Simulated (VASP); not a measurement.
Wanted: the native input for a VASP 6.6.1 run.

| Property | Result |
| --- | --- |
| Task | single point |
| Functional | PBE |
| Potentials or basis | VASP PAW PBE potentials, release 64 (Rh_pv) |
| Cutoff | 500 eV |
| k mesh | 21 × 21 × 12 |
| Occupations | gaussian, width 0.15 eV |
| Spin | collinear spin, ferromagnetic start |
| Starting moments | [0.75, 0.75] μB |
| Fixed moment | 1.5 μB |
| Dipole correction | no |
| Further INCAR settings | ALGO = Normal; EDIFF = 1e-06; NBANDS = 26 |

The structure of Rh lies in POSCAR:

```
Rh
1.0
    2.8794130266      0.0000000000      0.0000000000
   -1.4397065133      2.4936448290      0.0000000000
    0.0000000000      0.0000000000      4.6338326521
Rh
2
Direct
    0.6666666667      0.3333333333      0.7500000000
    0.3333333333      0.6666666667      0.2500000000
```

This isn't the form of Rh at room conditions, which is fcc.

One way to write it, as run:

INCAR

```
SYSTEM = Rh
PREC = Accurate ; ENCUT = 500
EDIFF = 1E-6 ; ISMEAR = 0
SIGMA = 0.15 ; LREAL = .FALSE.
LASPH = .TRUE. ; NELM = 200
ALGO = Normal ; ISIF = 2
LWAVE = .FALSE. ; LCHARG = .TRUE.
ISPIN = 2 ; MAGMOM = 0.75 0.75
LORBIT = 11 ; NUPDOWN = 1.5
LMAXMIX = 4 ; GGA = PE
LELF = .TRUE. ; LVHAR = .TRUE.
NBANDS = 26 ; GGA_COMPAT = .FALSE.
```

KPOINTS

```
Automatic mesh
0
G
  21 21 12
  0 0 0
```

Potentials or basis: VASP PAW PBE potentials, release 64 (Rh_pv).

Launch:

```bash
$ cat potpaw_PBE.64/Rh_pv/POTCAR > POTCAR
$ mpirun -np 1 vasp_std > vasp.out
```

It gave:

- Pressure: -24.9 GPa
- Net moment: 1.50 μB per cell
- Site moments: Rh +0.76 μB
- Valence electrons inside the program's atomic spheres: Rh 13.52

Caveat: the cell stands under tension; the total moment is fixed, so each spin has its own Fermi level and the state may be an excited one.

Wall time 13 min on 1 thread of Oxide Virtual Turin-like Processor (shared host), peak memory 0.42 GiB.
